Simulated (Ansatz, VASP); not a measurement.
# One calculation of BaTe, two programs

```
CELL_PARAMETERS angstrom
4.26247 0.00000 0.00000
0.00000 4.26247 0.00000
0.00000 0.00000 4.26247
ATOMIC_POSITIONS crystal
Ba 0.00000 0.04399 0.00000
Te 0.50000 0.50000 0.50000
```

Change from the starting cell: all Ba atoms moved +0.188 Å, as atom 1 along Cartesian [0 1 0].

Alike in both runs: task single point; functional PBE; k mesh 6 × 6 × 6; occupations gaussian, width 0.05 eV; no spin polarisation.

|  | VASP | Ansatz |
| --- | --- | --- |
| version | VASP 6.6.1 | Ansatz 0.2.0 |
| potentials or method | VASP PAW PBE potentials, release 64 (Ba_sv, Te), cutoff 520 eV | scalar-relativistic, plane waves, PAW |
| valence electrons in the cell | 16 | 26 |

VASP gave:

| Item | Value |
| --- | --- |
| gap on the k mesh at the Fermi level (eV) | 0.82 |
| least direct gap on the mesh (eV) | 1.03 |
| pressure (GPa) | 0.3 |
| rms of the force components (eV/Å) | 0.106 |

Estimate Ansatz's values.

gap on the k mesh at the Fermi level (eV): 0.91; least direct gap on the mesh (eV): 1.12; pressure (GPa): -0.1; rms of the force components (eV/Å): 0.098.

Atom by atom the forces differ by 0.008 eV/Å (rms over components). With one functional, cell and mesh, what is left measures potentials, basis and numerics. VASP's potentials hold 16 valence electrons a cell and Ansatz's 26, so a difference there can come from the potentials and not from the codes.

Spin-orbit coupling is off throughout.
